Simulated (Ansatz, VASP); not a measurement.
## Two plane-wave programs on SiRuCl

The input INCAR:

```
ALGO = Normal
EDIFF = 1E-7
ENCUT = 520
GGA = PE
ISIF = 2
ISMEAR = 0
ISPIN = 2
LASPH = T
LCHARG = F
LMAXMIX = 4
LORBIT = 11
LREAL = F
LWAVE = F
MAGMOM = 0 0 1 1 0 0
NBANDS = 38
NELM = 150
PREC = Accurate
SIGMA = 0.1
```

The input KPOINTS:

```
k-points
0
Gamma
  4 4 4
```

POSCAR

```
SiRuCl
1.0
    3.8338314300      0.0000000000      0.0000000000
    0.0000000000      3.8338314300      0.0000000000
    0.0000000000      0.0000000000      7.1750372600
Si Ru Cl
2 2 2
Direct
    0.5000000000      0.5000000000      0.0000000000
    0.5000000000      0.5000000000      0.5000000000
    0.5000000000      0.0000000000      0.5000000000
    0.0000000000      0.5000000000      0.0000000000
    0.0000000000      0.0000000000      0.7500000000
    0.0000000000      0.0000000000      0.2500000000
```

Input for Ansatz:

```yaml
crystal:
  lattice:
    - [3.83383143, 0.0, 0.0]
    - [0.0, 3.83383143, 0.0]
    - [0.0, 0.0, 7.17503726]
  atoms:
    - { symbol: Si, position: [0.5, 0.5, 0.0] }
    - { symbol: Si, position: [0.5, 0.5, 0.5] }
    - { symbol: Ru, position: [0.5, 0.0, 0.5], spin: 1.0 }
    - { symbol: Ru, position: [0.0, 0.5, 0.0], spin: 1.0 }
    - { symbol: Cl, position: [0.0, 0.0, 0.75] }
    - { symbol: Cl, position: [0.0, 0.0, 0.25] }
basis:
  ecutwfc: 420
kpoints:
  mp_grid: { grid: [4, 4, 4] }
hamiltonian:
  xc: pbe
scf:
  occupations: { method: gaussian, width: 0.1 }
  lower_state_search: "off"
output:
  forces: true
  stress: true
  eigenvalues: true
  populations: true
magnetization:
  spin_polarized: true
```

Change from the starting cell: species swapped into the ErCoC type (P4_2/mmc, No. 131).

Alike in both runs: task single point; functional PBE; k mesh 4 × 4 × 4; occupations gaussian, width 0.1 eV; collinear spin.

|  | VASP | Ansatz |
| --- | --- | --- |
| version | VASP 6.6.1 | Ansatz 0.2.0 |
| potentials or method | VASP PAW PBE potentials, release 64 (Si, Ru_pv, Cl), cutoff 520 eV | scalar-relativistic, plane waves, PAW |
| valence electrons in the cell | 50 | 54 |

```tsv
	VASP	Ansatz	Ansatz less VASP
gap on the k mesh at the Fermi level (eV)	none	none	-
net moment per atom (μB)	0.07	0.07	+0.003
size of the moment on the site where the two differ most (μB)	0.18	0.13	-0.051
```

Site moments also hang on the region over which each program counts them. A gap of «none» marks a metal or a gap that the smearing closes. VASP's potentials hold 50 valence electrons a cell and Ansatz's 54, so a difference there can come from the potentials and not from the codes.

The k mesh is coarse, so the values compare programs but aren't converged.
